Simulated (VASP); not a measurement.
# SiO2 (P6_422) in VASP: a series of runs

The runs below take SiO2 through single point, with LDA.

Everything below comes from runs of VASP 6.6.1. Logs are shortened: lines on timing, memory, paths and dates and some standing lists are left out, and cuts for length are marked.

### 1 The cell of the first run

Symmetry: P6_422, No. 181, hexagonal system. Conventional cell: a = 5.190 Å, b = 5.190 Å, c = 5.608 Å, α = 90.00°, β = 90.00°, γ = 120.00°. Within 2.2 Å of Si (site symmetry 222) lie 4 O at 1.64 Å. O (site symmetry 2) has 2 Si at 1.64 Å within 2.2 Å.

### 2 Single point, LDA (strain +0.030 along x and y, +0.015 along z)

The input, INCAR:

```
ALGO = Normal ; EDIFF = 1E-6
ENCUT = 520 ; GGA = CA
ISIF = 2 ; ISMEAR = 0
LASPH = True ; LCHARG = True
LELF = True ; LREAL = False
LVHAR = True ; LWAVE = False
NBANDS = 34 ; NELM = 60
PREC = Accurate ; SIGMA = 0.05
```

The input, KPOINTS:

```
k-points
0
Gamma
  6 6 4
```

The input, POSCAR:

```
SiO2
1.0
    5.1898593420      0.0000000000      0.0000000000
   -2.5949296710      4.4945500322      0.0000000000
    0.0000000000      0.0000000000      5.6077278186
Si O
3 6
Direct
    0.0000000000      0.5000000000      0.3333333333
    0.5000000000      0.5000000000      0.6666666667
    0.5000000000      0.0000000000      0.0000000000
    0.5843949021      0.7921974511      0.8333333333
    0.7921974511      0.5843949021      0.5000000000
    0.7921974511      0.2078025489      0.1666666667
    0.4156050979      0.2078025489      0.8333333333
    0.2078025489      0.4156050979      0.5000000000
    0.2078025489      0.7921974511      0.1666666667
```

Potentials or basis: VASP PAW LDA potentials, release 64 (Si, O).

Launch:

```bash
cat potpaw_LDA.64/Si/POTCAR potpaw_LDA.64/O/POTCAR > POTCAR
mpirun -np 1 vasp_std > vasp.out
```

OUTCAR:

```text
EDIFF = 1E-6
   ENCUT = 520
   GGA = CA
   ISIF = 2
   ISMEAR = 0
   LASPH = True
   LREAL = False
   NELM = 60
   PREC = Accurate

 ion  position               nearest neighbor table
   1  0.000  0.500  0.333-   6 1.64   9 1.64   8 1.64   5 1.64
   2  0.500  0.500  0.667-   4 1.64   7 1.64   5 1.64   8 1.64
   3  0.500  0.000  0.000-   4 1.64   7 1.64   6 1.64   9 1.64
   4  0.584  0.792  0.833-   3 1.64   2 1.64
   5  0.792  0.584  0.500-   1 1.64   2 1.64
   6  0.792  0.208  0.167-   1 1.64   3 1.64
   7  0.416  0.208  0.833-   3 1.64   2 1.64
   8  0.208  0.416  0.500-   1 1.64   2 1.64
   9  0.208  0.792  0.167-   1 1.64   3 1.64

  LATTYP: Found a hexagonal cell.
 ALAT       =     5.1898593420
 C/A-ratio  =     1.0805163395

  Lattice vectors:

 A1 = (   5.1898593420,   0.0000000000,   0.0000000000)
 A2 = (  -2.5949296710,   4.4945500322,   0.0000000000)
 A3 = (   0.0000000000,   0.0000000000,   5.6077278186)

Analysis of symmetry for initial positions (statically):
=====================================================================
 Subroutine PRICEL returns:
 Original cell was already a primitive cell.

 Routine SETGRP: Setting up the symmetry group for a
 hexagonal supercell.

 Subroutine GETGRP returns: Found 12 space group operations
 (whereof  4 operations were pure point group operations)
 out of a pool of 24 trial point group operations.

The static configuration has the point symmetry D_2 .
 The point group associated with its full space group is D_6 .

Analysis of symmetry for dynamics (positions and initial velocities):
=====================================================================
 Subroutine PRICEL returns:
 Original cell was already a primitive cell.

 Routine SETGRP: Setting up the symmetry group for a
 hexagonal supercell.

 Subroutine GETGRP returns: Found 12 space group operations
 (whereof  4 operations were pure point group operations)
 out of a pool of 24 trial point group operations.

The dynamic configuration has the point symmetry D_2 .
 The point group associated with its full space group is D_6 .

 Subroutine INISYM returns: Found 12 space group operations
 (whereof  4 operations are pure point group operations),
 and found     1 'primitive' translations

----------------------------------------------------------------------------------------

                                     Primitive cell

  volume of cell :     130.8063

  direct lattice vectors                    reciprocal lattice vectors
     5.189859342  0.000000000  0.000000000     0.192683449  0.111245841  0.000000000
    -2.594929671  4.494550032  0.000000000     0.000000000  0.222491683  0.000000000
     0.000000000  0.000000000  5.607727819     0.000000000  0.000000000  0.178325345

  length of vectors
     5.189859342  5.189859342  5.607727819     0.222491683  0.222491683  0.178325345

  position of ions in fractional coordinates (direct lattice)
     0.000000000  0.500000000  0.333333333
     0.500000000  0.500000000  0.666666667
     0.500000000  0.000000000  0.000000000
     0.584394902  0.792197451  0.833333333
     0.792197451  0.584394902  0.500000000
     0.792197451  0.207802549  0.166666667
     0.415605098  0.207802549  0.833333333
     0.207802549  0.415605098  0.500000000
     0.207802549  0.792197451  0.166666667

  ion indices of the primitive-cell ions
   primitive index   ion index
                 1           1
                 2           2
                 3           3
                 4           4
                 5           5
                 6           6
                 7           7
                 8           8
                 9           9

----------------------------------------------------------------------------------------

 KPOINTS: k-points

Automatic generation of k-mesh.
 Grid dimensions read from file:
 generate k-points for:    6    6    4

 Generating k-lattice:

  Cartesian coordinates                     Fractional coordinates (reciprocal lattice)
     0.032113908  0.018540974  0.000000000     0.166666667 -0.000000000  0.000000000
     0.000000000  0.037081947  0.000000000     0.000000000  0.166666667  0.000000000
     0.000000000  0.000000000  0.044581336     0.000000000  0.000000000  0.250000000

  Length of vectors
     0.037081947  0.037081947  0.044581336

  Shift w.r.t. Gamma in fractional coordinates (k-lattice)
     0.000000000  0.000000000  0.000000000

 Subroutine IBZKPT returns following result:
 ===========================================

 Found     21 irreducible k-points:

 Following reciprocal coordinates:
            Coordinates               Weight
  0.000000  0.000000  0.000000      1.000000
  0.166667  0.000000  0.000000      6.000000
  0.333333  0.000000  0.000000      6.000000
  0.500000  0.000000  0.000000      3.000000
  0.166667  0.166667  0.000000      6.000000
  0.333333  0.166667  0.000000     12.000000
[... 13 lines left out ...]
  0.333333  0.166667  0.500000     12.000000
  0.333333  0.333333  0.500000      2.000000
   k-points           NKPTS =     21   k-points in BZ     NKDIM =     21   number of bands    NBANDS=     34
   number of dos      NEDOS =    301   number of ions     NIONS =      9
   total plane-waves  NPLWV =  67200
   dimension x,y,z NGX =    40 NGY =   40 NGZ =   42
   dimension x,y,z NGXF=    80 NGYF=   80 NGZF=   84
   ions per type =               3   6
   NGX,Y,Z   is equivalent  to a cutoff of  12.81, 12.81, 12.45 a.u.
   NGXF,Y,Z  is equivalent  to a cutoff of  25.63, 25.63, 24.90 a.u.
 SYSTEM =  unknown system
   PREC   = accura    normal or accurate (medium, high low for compatibility)
   ISTART =      0    job   : 0-new  1-cont  2-samecut
   ICHARG =      2    charge: 1-file 2-atom 10-const
   ISPIN  =      1    spin polarized calculation?
   LNONCOLLINEAR =      F non collinear calculations
   LSORBIT =      F    spin-orbit coupling
   LASPH  =      T    aspherical Exc in radial PAW
   ENCUT  =  520.0 eV  38.22 Ry    6.18 a.u.   9.65  9.65 10.43*2*pi/ulx,y,z
   NELM   =     60;   NELMIN=  2; NELMDL= -5     # of ELM steps
   EDIFF  = 0.1E-05   stopping-criterion for ELM
   LREAL  =      F    real-space projection
   EDIFFG = 0.1E-04   stopping-criterion for IOM
   NSW    =      0    number of steps for IOM
   IBRION =     -1    ionic relax: 0-MD 1-quasi-New 2-CG
   NFREE  =      0    steps in history (QN), initial steepest desc. (CG)
   ISIF   =      2    stress and relaxation
   ISYM   =      2    0-nonsym 1-usesym 2-fastsym
   POTIM  = 0.5000    time-step for ionic-motion
   TEBEG  =    0.0;   TEEND  =   0.0 temperature during run
   PSTRESS=    0.0 pullay stress
   NELECT =      48.0000    total number of electrons
   NUPDOWN=      -1.0000    fix difference up-down
   EMIN   =  10.00;   EMAX   =-10.00  energy-range for DOS
   EFERMI =   0.00;   METHOD = LEGACY
   ISMEAR =     0;   SIGMA  =   0.05  broadening in eV -4-tet -1-fermi 0-gaus
   EFERMI_NEDOS =   21; number of points for ismear=-14 and -15
   IALGO  =     38    algorithm
   IMIX   =      4    mixing-type and parameters
     AMIX     =   0.40;   BMIX     =  1.00
     AMIX_MAG =   1.60;   BMIX_MAG =  1.00
  volume/ion in A,a.u.               =      14.53        98.08
  Fermi-wavevector in a.u.,A,eV,Ry     =   1.172049  2.214851 18.690299  1.373698
  Thomas-Fermi vector in A             =   2.308483
   LORBIT       =      0    0 simple, 1 ext, 2 COOP (PROOUT), +10 PAW based schemes
   GGA     = CA    functional components
   LHFCALC =     F    Hartree Fock is set to
   AEXX    =    0.0000 exact exchange contribution
   IVDW    =     0    specifies the selected vdW correction
   LEPSILON=     F    determine dielectric tensor
   LRPA    =     F    only Hartree local field effects (RPA)
 non-spin polarized calculation
 Gauss-broadening in eV      SIGMA  =   0.05
  energy-cutoff  :      520.00
  volume of cell :      130.81
 maximum number of plane-waves:      3552
 NGX is ok and might be reduce to    40
   NGX = 19   NGY = 19   NGZ = 21

 number of electron      47.9999997 magnetization

 Free energy of the ion-electron system (eV)
  ---------------------------------------------------
  ext. energy  EPLUGINS =         0.00000000
  ---------------------------------------------------
  free energy    TOTEN  =       -77.47610891 eV

  energy without entropy =      -77.47610891  energy(sigma->0) =      -77.47610891

 E-fermi :   0.1261     XC(G=0):  -9.0564

 val. band max:       -0.1644031144   @ k =   0.5000   0.0000   0.0000
 cond. band min:       4.9017099992   @ k =   0.0000   0.0000   0.0000
 fundamental gap:      5.0661131136
 Fermi energy:         0.1260785900

 k-point     1 :       0.0000    0.0000    0.0000
  band No.  band energies     occupation
      1     -19.0077      2.00000
      2     -17.6023      2.00000
      3     -17.6023      2.00000
      4     -17.0480      2.00000
      5     -17.0178      2.00000
      6     -17.0178      2.00000
[... 26 lines left out ...]
     33      11.8072      0.00000
     34      11.8074      0.00000

 k-point     2 :       0.1667    0.0000    0.0000
  band No.  band energies     occupation
      1     -18.9376      2.00000
      2     -17.7071      2.00000
      3     -17.6021      2.00000
      4     -17.0415      2.00000
      5     -17.0229      2.00000
      6     -17.0177      2.00000
[... 26 lines left out ...]
     33      11.6498      0.00000
     34      12.1601      0.00000

 k-point     3 :       0.3333    0.0000    0.0000
  band No.  band energies     occupation
      1     -18.7487      2.00000
      2     -17.9632      2.00000
      3     -17.6017      2.00000
      4     -17.0384      2.00000
      5     -17.0242      2.00000
      6     -17.0174      2.00000
[... 26 lines left out ...]
     33      11.0821      0.00000
     34      11.5516      0.00000

 k-point     4 :       0.5000    0.0000    0.0000
  band No.  band energies     occupation
      1     -18.5844      2.00000
      2     -18.1600      2.00000
      3     -17.6015      2.00000
      4     -17.0414      2.00000
      5     -17.0202      2.00000
      6     -17.0172      2.00000
[... 26 lines left out ...]
     33      10.9154      0.00000
     34      10.9913      0.00000

 k-point     5 :       0.1667    0.1667    0.0000
  band No.  band energies     occupation
      1     -18.8059      2.00000
      2     -17.8840      2.00000
      3     -17.6097      2.00000
      4     -17.0335      2.00000
      5     -17.0274      2.00000
      6     -17.0173      2.00000
[... 510 lines left out ...]
 k-point    19 :       0.1667    0.1667    0.5000
  band No.  band energies     occupation
      1     -18.5640      2.00000
      2     -18.3782      2.00000
      3     -17.3610      2.00000
      4     -17.0382      2.00000
      5     -17.0338      2.00000
      6     -16.9909      2.00000
[... 26 lines left out ...]
     33      10.8762      0.00000
     34      11.1218      0.00000

 k-point    20 :       0.3333    0.1667    0.5000
  band No.  band energies     occupation
      1     -18.5468      2.00000
      2     -18.1501      2.00000
      3     -17.6553      2.00000
      4     -17.0444      2.00000
      5     -17.0369      2.00000
      6     -17.0070      2.00000
[... 26 lines left out ...]
     33      10.3678      0.00000
     34      10.8173      0.00000

 k-point    21 :       0.3333    0.3333    0.5000
  band No.  band energies     occupation
      1     -18.5397      2.00000
      2     -17.9125      2.00000
      3     -17.9125      2.00000
      4     -17.0497      2.00000
      5     -17.0253      2.00000
      6     -17.0253      2.00000
[... 26 lines left out ...]
     33      10.6714      0.00000
     34      10.7171      0.00000

------------------------ aborting loop because EDIFF is reached ----------------------------------------

  FORCE on cell =-STRESS in cart. coord.  units (eV):
  Direction    XX          YY          ZZ          XY          YZ          ZX
  --------------------------------------------------------------------------------------
  -------------------------------------------------------------------------------------
  Total       -9.7450355     -9.7450355     -8.8378641      0.0000000     -0.0000000      0.0000000
  in kB     -119.3617771   -119.3617771   -108.2503143      0.0000000     -0.0000000      0.0000000
  external PRESSURE =    -115.6579562 kB  Pullay stress =       0.0000000 kB

 VOLUME and BASIS-vectors are now :
 -----------------------------------------------------------------------------
  energy-cutoff  :      520.00
  volume of cell :      130.81
      direct lattice vectors                 reciprocal lattice vectors
     5.189859342  0.000000000  0.000000000     0.192683449  0.111245841  0.000000000
    -2.594929671  4.494550032  0.000000000     0.000000000  0.222491683  0.000000000
     0.000000000  0.000000000  5.607727819     0.000000000  0.000000000  0.178325345

 POSITION                                       TOTAL-FORCE (eV/Angst)
 -----------------------------------------------------------------------------------
     -1.29746      2.24728      1.86924        -0.000000      0.000000     -0.000000
      1.29746      2.24728      3.73849        -0.000000     -0.000000      0.000000
      2.59493      0.00000      0.00000        -0.000000     -0.000000      0.000000
      0.97723      3.56057      4.67311        -0.464763     -0.268331     -0.000000
      2.59493      2.62659      2.80386         0.000000     -0.536662      0.000000
      3.57216      0.93398      0.93462        -0.464763      0.268331     -0.000000
      1.61770      0.93398      4.67311         0.464763      0.268331     -0.000000
     -0.00000      1.86796      2.80386        -0.000000      0.536662     -0.000000
     -0.97723      3.56057      0.93462         0.464763     -0.268331     -0.000000
 -----------------------------------------------------------------------------------
    total drift:                               -0.000000      0.000000     -0.000001

  FREE ENERGIE OF THE ION-ELECTRON SYSTEM (eV)
  ---------------------------------------------------
  free  energy   TOTEN  =       -77.4761089135 eV

  energy  without entropy=      -77.4761089135  energy(sigma->0) =      -77.47610891
```

Run time: 92 s. Hardware: 1 thread of Intel Xeon Platinum 8259CL at 2.50GHz (Skylake/Cascade Lake), shared host; peak memory 0.23 GiB.

Results:

* Free energy: -77.4761 eV
* Pressure: -11.6 GPa
* Largest force: 0.537 eV/Å
* Band gap on the k mesh: 5.07 eV, indirect (least direct gap 5.27 eV)

Forces in eV/Å, atoms in the order of the input:
```
Si   0.000  0.000  0.000
Si   0.000  0.000  0.000
Si   0.000  0.000  0.000
O   -0.465 -0.268  0.000
O    0.000 -0.537  0.000
O   -0.465  0.268  0.000
O    0.465  0.268  0.000
O    0.000  0.537  0.000
O    0.465 -0.268  0.000
```

Levels at points of the mesh, in eV from the valence-band top:
```tsv
k point	band 21	band 22	band 23	band 24	band 25	band 26	band 27	band 28
(0.00, 0.00, 0.00)	-0.92	-0.44	-0.44	-0.20	5.07	8.36	8.36	8.61
(0.50, 0.00, 0.00)	-1.09	-0.91	-0.32	0.00	7.06	7.87	8.98	8.98
(0.00, 0.00, 0.50)	-1.12	-0.26	-0.01	-0.01	6.88	6.88	7.98	9.22
(0.50, 0.00, 0.50)	-0.86	-0.68	-0.65	-0.34	7.59	8.29	8.72	8.87
```

Caveat: the cell differs from its parent crystal (strain +0.030 along x and y, +0.015 along z). A k mesh can miss the band edges.

### 3 Single point, LDA (strain +0.030 along x and y, +0.030 along z)

The input, INCAR:

```
SYSTEM = SiO2
PREC = Accurate ; ENCUT = 520
EDIFF = 1E-6 ; ISMEAR = 0
SIGMA = 0.05 ; LREAL = .FALSE.
LASPH = .TRUE. ; NELM = 100
ALGO = Normal ; ISIF = 2
LWAVE = .FALSE. ; LCHARG = .FALSE.
GGA = CA ; NBANDS = 34
```

The input, KPOINTS:

```
Automatic mesh
0
G
  6 6 4
  0 0 0
```

Edit POSCAR of step 2 so:

```diff
@@ -4,3 +4,3 @@
    -2.5949296710      4.4945500322      0.0000000000
-    0.0000000000      0.0000000000      5.6077278186
+    0.0000000000      0.0000000000      5.6906006435
 Si O
```

Potentials or basis: VASP PAW LDA potentials, release 64 (Si, O).

Launch:

```bash
cat potpaw_LDA.64/Si/POTCAR potpaw_LDA.64/O/POTCAR > POTCAR
mpirun -np 1 vasp_std > vasp.out
```

Run time: 90 s. Hardware: 1 thread of Intel Xeon Platinum 8259CL at 2.50GHz (Skylake/Cascade Lake), shared host; peak memory 0.22 GiB.

Results (log left out):

| Quantity | Value |
| --- | --- |
| Free energy | -77.3310 eV |
| Pressure | -13.5 GPa |
| Largest force | 0.610 eV/Å |
| Band gap on the k mesh | 4.96 eV, indirect (least direct gap 5.13 eV) |

Forces in eV/Å, atoms in the order of the input:
```
Si   0.000  0.000  0.000
Si   0.000  0.000  0.000
Si   0.000  0.000  0.000
O   -0.528 -0.305  0.000
O    0.000 -0.610  0.000
O   -0.528  0.305  0.000
O    0.528  0.305  0.000
O    0.000  0.610  0.000
O    0.528 -0.305  0.000
```

Stress tensor (GPa, compression positive):
```
-13.52   0.00   0.00
  0.00 -13.52   0.00
  0.00   0.00 -13.60
```

Levels at points of the mesh, in eV from the valence-band top:
```csv
k point,band 22,band 23,band 24,band 25,band 26,band 27
"(0.00, 0.00, 0.00)",-0.42,-0.42,-0.17,4.96,8.28,8.28
"(0.50, 0.00, 0.00)",-0.91,-0.33,0.00,6.96,7.76,8.87
"(0.00, 0.00, 0.50)",-0.29,0.00,0.00,6.76,6.76,7.90
"(0.50, 0.00, 0.50)",-0.68,-0.66,-0.31,7.39,8.10,8.62
```

Caveat: the cell differs from its parent crystal (strain +0.030 along x and y, +0.030 along z).
